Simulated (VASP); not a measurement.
ScCu2, 3 atoms in the cell. The structure is tetragonal, space group I4/mmm (No. 139). Conventional cell: a = 3.214 Å, b = 3.214 Å, c = 8.110 Å, α = 90.00°, β = 90.00°, γ = 90.00°. Sc (site symmetry 4/mmm) has 10 Cu at 2.64 to 2.68 Å and 4 Sc at 3.21 Å within 3.5 Å. Within 3.4 Å of Cu (site symmetry 4mm) lie 9 Cu at 2.58 to 3.21 Å and 5 Sc at 2.64 to 2.68 Å. 

| Item | Value |
| --- | --- |
| Program | VASP 6.6.1 |
| Task | single point |
| Functional | LDA |
| Potentials or basis | VASP PAW LDA potentials, release 64 (Sc_sv, Cu) |
| Cutoff | 520 eV |
| k mesh | 17 × 17 × 17 |
| Occupations | fermi-dirac, width 0.05 eV |
| Spin | no spin polarisation |
| Dipole correction | no |
| Further INCAR settings | ALGO = Normal; EDIFF = 1e-07; NBANDS = 24 |

Potentials or basis: VASP PAW LDA potentials, release 64 (Sc_sv, Cu).

Launch:

```bash
$ cat potpaw_LDA.64/Sc_sv/POTCAR potpaw_LDA.64/Cu/POTCAR > POTCAR
$ mpirun -np 1 vasp_std > vasp.out
```

Hardware: 1 thread of AMD EPYC 9R45 96-Core Processor (Zen 5) (shared host).

Q: How long does it take, and how much memory?

A: Run time: 7.3 min on 1 thread of AMD EPYC 9R45 96-Core Processor (Zen 5), on a shared host, peak memory 0.45 GiB. Counts: scf iterations 15, k points 405.
